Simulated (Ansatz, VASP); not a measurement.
**Two plane-wave programs on Pt**

File INCAR:

```
SYSTEM = Pt
PREC = Accurate
ENCUT = 570
EDIFF = 1E-6
ISMEAR = 0
SIGMA = 0.15
LREAL = .FALSE.
LASPH = .TRUE.
NELM = 120
ALGO = Normal
ISIF = 2
LWAVE = .FALSE.
LCHARG = .TRUE.
GGA = CA
LELF = .TRUE.
LVHAR = .TRUE.
NBANDS = 25
GGA_COMPAT = .FALSE.
```

KPOINTS

```
Automatic mesh
0
G
  21 21 10
  0 0 0
```

File POSCAR:

```
Pt
1.0
    2.7082945876      0.0000000000      0.0000000000
   -1.3541472938      2.3454519138      0.0000000000
    0.0000000000      0.0000000000      4.6765103647
Pt
2
Direct
    0.6666666667      0.3333333333      0.7500000000
    0.3333333333      0.6666666667      0.2500000000
```

Input for Ansatz:

```yaml
crystal:
  lattice:
    - [2.7082945876, 0.0, 0.0]
    - [-1.3541472938, 2.3454519138, 0.0]
    - [0.0, 0.0, 4.6765103647]
  atoms:
    - { symbol: Pt, position: [0.6666666667, 0.3333333333, 0.75] }
    - { symbol: Pt, position: [0.3333333333, 0.6666666667, 0.25] }
basis:
  ecutwfc: 420
kpoints:
  mp_grid: { grid: [21, 21, 10] }
hamiltonian:
  xc: lda
  pseudopotentials: { kind: paw, azcp: { folder: soft_1 } }
scf:
  occupations: { method: gaussian, width: 0.15 }
  lower_state_search: "off"
output:
  forces: true
  stress: true
  eigenvalues: true
```

Alike in both runs: task single point; functional LDA; k mesh 21 × 21 × 10; occupations gaussian, width 0.15 eV; no spin polarisation.

```csv
,VASP,Ansatz
version,VASP 6.6.1,Ansatz 0.2.0
potentials or method,"VASP PAW LDA potentials, release 64 (Pt_sv_GW), cutoff 570 eV","scalar-relativistic, plane waves, PAW"
valence electrons in the cell,36,36
```

|  | VASP | Ansatz | Ansatz less VASP |
| --- | --- | --- | --- |
| gap on the k mesh at the Fermi level (eV) | none | none | - |
| pressure (GPa) | -0.2 | 0.1 | +0.36 |
| traceless stress, the component that is largest in VASP (GPa) | -0.76 | -0.51 | +0.250 |

Ansatz warns that its potentials were made for another functional, while VASP's fit it. LDA's correlation is that of Perdew and Zunger in VASP and of Perdew and Wang (1992) in Ansatz. A gap of «none» marks a metal or a gap that the smearing closes.

Neither program's run includes spin-orbit coupling.
